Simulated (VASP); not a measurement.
# Au (P6_3/mmc) in VASP: a series of runs

Runs on Au. Level: PBE. Tasks: single point.

Program: VASP 6.6.1. These are calculated values, not measurements. Logs are shortened: lines on timing, memory, paths and dates and some standing lists are left out, and cuts for length are marked.

## (1) The cell of the first run

It takes space group P6_3/mmc (No. 194, hexagonal). The conventional cell has a = 2.994 Å, b = 2.994 Å, c = 10.008 Å, α = 90.00°, β = 90.00°, γ = 120.00°. Au (site symmetry -3m) has 12 Au at 2.99 to 3.04 Å within 3.9 Å. Au (site symmetry -6m2) has 12 Au at 2.99 to 3.04 Å within 3.9 Å.

This isn't the form of Au at room conditions, which is fcc.

## (2) Single point, PBE (19.42 Å³/atom)

INCAR

```
SYSTEM = Au
PREC = Accurate
ENCUT = 520
EDIFF = 1E-6
ISMEAR = -1
SIGMA = 0.1
LREAL = .False.
LASPH = .True.
NELM = 100
ALGO = Normal
ISIF = 2
LWAVE = .False.
LCHARG = .True.
GGA = PE
LELF = .True.
LVHAR = .True.
NBANDS = 30
```

KPOINTS

```
Automatic mesh
0
Gamma
  16 16 5
  0 0 0
```

POSCAR

```
Au
1.0
    2.9938091504      0.0000000000      0.0000000000
   -1.4969045752      2.5927147783      0.0000000000
    0.0000000000      0.0000000000     10.0080041762
Au
4
Direct
    1.0000000000      1.0000000000      0.0000000000
    1.0000000000      0.0000000000      0.5000000000
    0.3333333333      0.6666666667      0.2500000000
    0.6666666667      0.3333333333      0.7500000000
```

Potentials or basis: VASP PAW PBE potentials, release 64 (Au).

On the command line:

```sh
> cat potpaw_PBE.64/Au/POTCAR > POTCAR
> mpirun -np 1 vasp_std > vasp.out
```

OUTCAR:

```text
SYSTEM = Au
   PREC = Accurate
   ENCUT = 520
   EDIFF = 1E-6
   ISMEAR = -1
   LREAL = .False.
   LASPH = .True.
   NELM = 100
   ISIF = 2
   GGA = PE

 ion  position               nearest neighbor table
   1  0.000  0.000  0.000-   3 3.04   4 3.04   3 3.04   4 3.04   4 3.04   3 3.04
   2  0.000  0.000  0.500-   3 3.04   4 3.04   3 3.04   4 3.04   4 3.04   3 3.04
   3  0.333  0.667  0.250-   1 3.04   2 3.04   1 3.04   2 3.04   1 3.04   2 3.04
   4  0.667  0.333  0.750-   1 3.04   2 3.04   1 3.04   2 3.04   1 3.04   2 3.04

  LATTYP: Found a hexagonal cell.
 ALAT       =     2.9938091504
 C/A-ratio  =     3.3428998555

  Lattice vectors:

 A1 = (   2.9938091504,   0.0000000000,   0.0000000000)
 A2 = (  -1.4969045752,   2.5927147783,   0.0000000000)
 A3 = (   0.0000000000,   0.0000000000,  10.0080041762)

Analysis of symmetry for initial positions (statically):
=====================================================================
 Subroutine PRICEL returns:
 Original cell was already a primitive cell.

 Routine SETGRP: Setting up the symmetry group for a
 hexagonal supercell.

 Subroutine GETGRP returns: Found 24 space group operations
 (whereof 12 operations were pure point group operations)
 out of a pool of 24 trial point group operations.

The static configuration has the point symmetry D_3d.
 The point group associated with its full space group is D_6h.

Analysis of symmetry for dynamics (positions and initial velocities):
=====================================================================
 Subroutine PRICEL returns:
 Original cell was already a primitive cell.

 Routine SETGRP: Setting up the symmetry group for a
 hexagonal supercell.

 Subroutine GETGRP returns: Found 24 space group operations
 (whereof 12 operations were pure point group operations)
 out of a pool of 24 trial point group operations.

The dynamic configuration has the point symmetry D_3d.
 The point group associated with its full space group is D_6h.

 Subroutine INISYM returns: Found 24 space group operations
 (whereof 12 operations are pure point group operations),
 and found     1 'primitive' translations

----------------------------------------------------------------------------------------

                                     Primitive cell

  volume of cell :      77.6831

  direct lattice vectors                    reciprocal lattice vectors
     2.993809150  0.000000000  0.000000000     0.334022628  0.192848054  0.000000000
    -1.496904575  2.592714778  0.000000000     0.000000000  0.385696108  0.000000000
     0.000000000  0.000000000 10.008004176     0.000000000  0.000000000  0.099920022

  length of vectors
     2.993809150  2.993809150 10.008004176     0.385696108  0.385696108  0.099920022

  position of ions in fractional coordinates (direct lattice)
     0.000000000  0.000000000  0.000000000
     0.000000000  0.000000000  0.500000000
     0.333333333  0.666666667  0.250000000
     0.666666667  0.333333333  0.750000000

  ion indices of the primitive-cell ions
   primitive index   ion index
                 1           1
                 2           2
                 3           3
                 4           4

----------------------------------------------------------------------------------------

 KPOINTS: Automatic mesh

Automatic generation of k-mesh.
 Grid dimensions read from file:
 generate k-points for:   16   16    5

 Generating k-lattice:

  Cartesian coordinates                     Fractional coordinates (reciprocal lattice)
     0.020876414  0.012053003  0.000000000     0.062500000 -0.000000000  0.000000000
     0.000000000  0.024106007  0.000000000     0.000000000  0.062500000  0.000000000
     0.000000000  0.000000000  0.019984004     0.000000000  0.000000000  0.200000000

  Length of vectors
     0.024106007  0.024106007  0.019984004

  Shift w.r.t. Gamma in fractional coordinates (k-lattice)
     0.000000000  0.000000000  0.000000000

 Subroutine IBZKPT returns following result:
 ===========================================

 Found     90 irreducible k-points:

 Following reciprocal coordinates:
            Coordinates               Weight
  0.000000  0.000000  0.000000      1.000000
  0.062500  0.000000  0.000000      6.000000
  0.125000  0.000000  0.000000      6.000000
  0.187500  0.000000  0.000000      6.000000
  0.250000  0.000000  0.000000      6.000000
  0.312500 -0.000000  0.000000      6.000000
[... 16 lines left out ...]
  0.187500  0.187500  0.000000      6.000000
  0.250000  0.187500  0.000000     12.000000
 [... further k-points ...]
   k-points           NKPTS =     90   k-points in BZ     NKDIM =     90   number of bands    NBANDS=     30
   number of dos      NEDOS =    301   number of ions     NIONS =      4
   total plane-waves  NPLWV =  46080
   dimension x,y,z NGX =    24 NGY =   24 NGZ =   80
   dimension x,y,z NGXF=    48 NGYF=   48 NGZF=  160
   ions per type =               4
   NGX,Y,Z   is equivalent  to a cutoff of  13.33, 13.33, 13.29 a.u.
   NGXF,Y,Z  is equivalent  to a cutoff of  26.65, 26.65, 26.58 a.u.
 SYSTEM =  Au
   PREC   = accura    normal or accurate (medium, high low for compatibility)
   ISTART =      0    job   : 0-new  1-cont  2-samecut
   ICHARG =      2    charge: 1-file 2-atom 10-const
   ISPIN  =      1    spin polarized calculation?
   LNONCOLLINEAR =      F non collinear calculations
   LSORBIT =      F    spin-orbit coupling
   LASPH  =      T    aspherical Exc in radial PAW
   ENCUT  =  520.0 eV  38.22 Ry    6.18 a.u.   5.57  5.57 18.61*2*pi/ulx,y,z
   NELM   =    100;   NELMIN=  2; NELMDL= -5     # of ELM steps
   EDIFF  = 0.1E-05   stopping-criterion for ELM
   LREAL  =      F    real-space projection
   EDIFFG = 0.1E-04   stopping-criterion for IOM
   NSW    =      0    number of steps for IOM
   IBRION =     -1    ionic relax: 0-MD 1-quasi-New 2-CG
   NFREE  =      0    steps in history (QN), initial steepest desc. (CG)
   ISIF   =      2    stress and relaxation
   ISYM   =      2    0-nonsym 1-usesym 2-fastsym
   POTIM  = 0.5000    time-step for ionic-motion
   TEBEG  =    0.0;   TEEND  =   0.0 temperature during run
   PSTRESS=    0.0 pullay stress
   NELECT =      44.0000    total number of electrons
   NUPDOWN=      -1.0000    fix difference up-down
   EMIN   =  10.00;   EMAX   =-10.00  energy-range for DOS
   EFERMI =   0.00;   METHOD = LEGACY
   ISMEAR =    -1;   SIGMA  =   0.10  broadening in eV -4-tet -1-fermi 0-gaus
   EFERMI_NEDOS =   21; number of points for ismear=-14 and -15
   IALGO  =     38    algorithm
   IMIX   =      4    mixing-type and parameters
     AMIX     =   0.40;   BMIX     =  1.00
     AMIX_MAG =   1.60;   BMIX_MAG =  1.00
  volume/ion in A,a.u.               =      19.42       131.06
  Fermi-wavevector in a.u.,A,eV,Ry     =   1.354514  2.559661 24.962733  1.834709
  Thomas-Fermi vector in A             =   2.481680
   LORBIT       =      0    0 simple, 1 ext, 2 COOP (PROOUT), +10 PAW based schemes
   GGA     = PE    functional components
   LHFCALC =     F    Hartree Fock is set to
   AEXX    =    0.0000 exact exchange contribution
   IVDW    =     0    specifies the selected vdW correction
   LEPSILON=     F    determine dielectric tensor
   LRPA    =     F    only Hartree local field effects (RPA)
 non-spin polarized calculation
  energy-cutoff  :      520.00
  volume of cell :       77.68
 maximum number of plane-waves:      2127
 NGX is ok and might be reduce to    24
   NGX = 11   NGY = 11   NGZ = 37

 number of electron      44.0000006 magnetization

 Free energy of the ion-electron system (eV)
  ---------------------------------------------------
  ext. energy  EPLUGINS =         0.00000000
  ---------------------------------------------------
  free energy    TOTEN  =       -12.71760315 eV

  energy without entropy =      -12.67362635  energy(sigma->0) =      -12.69561475

 E-fermi :   7.4158     XC(G=0): -11.9448

 val. band max:        7.4050341679   @ k =   0.0625   0.0000   0.0000
 cond. band min:       7.4405159683   @ k =   0.3125   0.1875   0.4000
 fundamental gap:      0.0354818004
 Fermi energy:         7.4158316108

 k-point     1 :       0.0000    0.0000    0.0000
  band No.  band energies     occupation
      1      -1.1088      2.00000
      2       0.4351      2.00000
      3       0.4376      2.00000
      4       1.1692      2.00000
      5       3.2789      2.00000
      6       3.2948      2.00000
[... 22 lines left out ...]
     29      21.9025      0.00000
     30      22.8367      0.00000

 k-point     2 :       0.0625    0.0000    0.0000
  band No.  band energies     occupation
      1      -0.9985      2.00000
      2       0.5403      2.00000
      3       0.5427      2.00000
      4       1.2584      2.00000
      5       3.1778      2.00000
      6       3.2436      2.00000
[... 22 lines left out ...]
     29      21.9847      0.00000
     30      22.6839      0.00000

 k-point     3 :       0.1250    0.0000    0.0000
  band No.  band energies     occupation
      1      -0.6758      2.00000
      2       0.8368      2.00000
      3       0.8391      2.00000
      4       1.5057      2.00000
      5       2.9602      2.00000
      6       3.0961      2.00000
[... 22 lines left out ...]
     29      21.8117      0.00000
     30      21.8593      0.00000

 k-point     4 :       0.1875    0.0000    0.0000
  band No.  band energies     occupation
      1      -0.1704      2.00000
      2       1.2463      2.00000
      3       1.2482      2.00000
      4       1.8300      2.00000
      5       2.7544      2.00000
      6       2.9136      2.00000
[... 616 lines left out ...]
     29      15.5249      0.00000
     30      16.2300      0.00000

 k-point    23 :       0.1875    0.1875    0.0000
  band No.  band energies     occupation
      1       1.3497      2.00000
      2       1.9640      2.00000
      3       1.9821      2.00000
      4       2.5223      2.00000
      5       2.6273      2.00000
      6       2.6408      2.00000
[... 22 lines left out ...]
     29      17.1139      0.00000
     30      17.7044      0.00000

 k-point    24 :       0.2500    0.1875    0.0000
  band No.  band energies     occupation
      1       1.8102      2.00000
      2       1.9963      2.00000
      3       2.0991      2.00000
      4       2.4109      2.00000
      5       2.5292      2.00000
      6       2.7183      2.00000
[... 22 lines left out ...]
     29      15.5658      0.00000
     30      16.8860      0.00000

 [... further k-points ...]

------------------------ aborting loop because EDIFF is reached ----------------------------------------

  FORCE on cell =-STRESS in cart. coord.  units (eV):
  Direction    XX          YY          ZZ          XY          YZ          ZX
  --------------------------------------------------------------------------------------
  -------------------------------------------------------------------------------------
  Total       -4.1167055     -4.1167055     -4.2007047      0.0000000      0.0000000     -0.0000000
  in kB      -84.9051526    -84.9051526    -86.6375984      0.0000000      0.0000000     -0.0000000
  external PRESSURE =     -85.4826346 kB  Pullay stress =       0.0000000 kB

 VOLUME and BASIS-vectors are now :
 -----------------------------------------------------------------------------
  energy-cutoff  :      520.00
  volume of cell :       77.68
      direct lattice vectors                 reciprocal lattice vectors
     2.993809150  0.000000000  0.000000000     0.334022628  0.192848054  0.000000000
    -1.496904575  2.592714778  0.000000000     0.000000000  0.385696108  0.000000000
     0.000000000  0.000000000 10.008004176     0.000000000  0.000000000  0.099920022

 POSITION                                       TOTAL-FORCE (eV/Angst)
 -----------------------------------------------------------------------------------
      0.00000      0.00000      0.00000        -0.000000      0.000000      0.000000
      0.00000      0.00000      5.00400        -0.000000      0.000000      0.000000
     -0.00000      1.72848      2.50200         0.000000     -0.000000      0.000000
      1.49690      0.86424      7.50600        -0.000000      0.000000     -0.000000
 -----------------------------------------------------------------------------------
    total drift:                               -0.000000      0.000000     -0.000000

  FREE ENERGIE OF THE ION-ELECTRON SYSTEM (eV)
  ---------------------------------------------------
  free  energy   TOTEN  =       -12.7176031499 eV

  energy  without entropy=      -12.6736263521  energy(sigma->0) =      -12.69561475
```

Run time: 3.6 min. Hardware: 1 thread of Intel Xeon 8259CL, shared host; peak memory 0.3 GiB.

Results:

| Item | Value |
| --- | --- |
| Free energy | -12.7176 eV |
| Pressure | -8.5 GPa |
| Band gap on the k mesh | zero (bands 22 and 23 overlap by 4.71 eV) |

Stress tensor (GPa, compression positive):
```
-8.49  0.00  0.00
 0.00 -8.49  0.00
 0.00  0.00 -8.66
```

Caveat: the cell stands under tension; spin-orbit coupling is left out, which moves the levels of the heavy elements.

## (3) Single point, PBE (20.14 Å³/atom)

This run uses another cell than the first one, of 20.14 Å³/atom.

INCAR

```
SYSTEM = Au
PREC     = Accurate       ! precision mode
ENCUT    = 520            ! plane-wave cutoff, eV
EDIFF    = 1E-6           ! SCF threshold, eV
ISMEAR   = -1             ! smearing method
SIGMA    = 0.1            ! smearing width, eV
LREAL    = .False.        ! projectors in reciprocal space
LASPH    = .True.         ! aspherical terms in the spheres
NELM     = 100            ! most SCF steps
ALGO     = Normal         ! electronic algorithm
ISIF     = 2              ! what is computed and relaxed
LWAVE    = .False.        ! write WAVECAR
LCHARG   = .False.        ! write CHGCAR
GGA      = PE             ! functional
NBANDS   = 30             ! bands
```

KPOINTS is that of step 2.

POSCAR

```
Au
1.0
    3.0303226166      0.0000000000      0.0000000000
   -1.5151613083      2.6243363677      0.0000000000
    0.0000000000      0.0000000000     10.1300650373
Au
4
Direct
    1.0000000000      1.0000000000      0.0000000000
    1.0000000000      0.0000000000      0.5000000000
    0.3333333333      0.6666666667      0.2500000000
    0.6666666667      0.3333333333      0.7500000000
```

Potentials or basis: VASP PAW PBE potentials, release 64 (Au).

On the command line:

```sh
> cat potpaw_PBE.64/Au/POTCAR > POTCAR
> mpirun -np 1 vasp_std > vasp.out
```

It took 3.9 min on 1 thread of Intel Xeon 8259CL, shared host; peak memory 0.31 GiB.

It converged, with:

```yaml
Free_energy: -12.5408 eV
Pressure: -11.2 GPa
Band_gap_on_the_k_mesh: zero (bands 22 and 23 overlap by 4.56 eV)
```

Levels at points of the mesh, in eV from the Fermi level:
```csv
k point,band 21,band 22,band 23,band 24,band 25,band 26
"(0.00, 0.00, 0.00)",-2.36,-1.93,-1.93,-0.33,2.02,9.64
"(0.50, 0.00, 0.00)",0.07,0.81,0.96,1.26,2.89,3.15
```

Caveat: the cell stands under tension; spin-orbit coupling is left out, which moves the levels of the heavy elements.
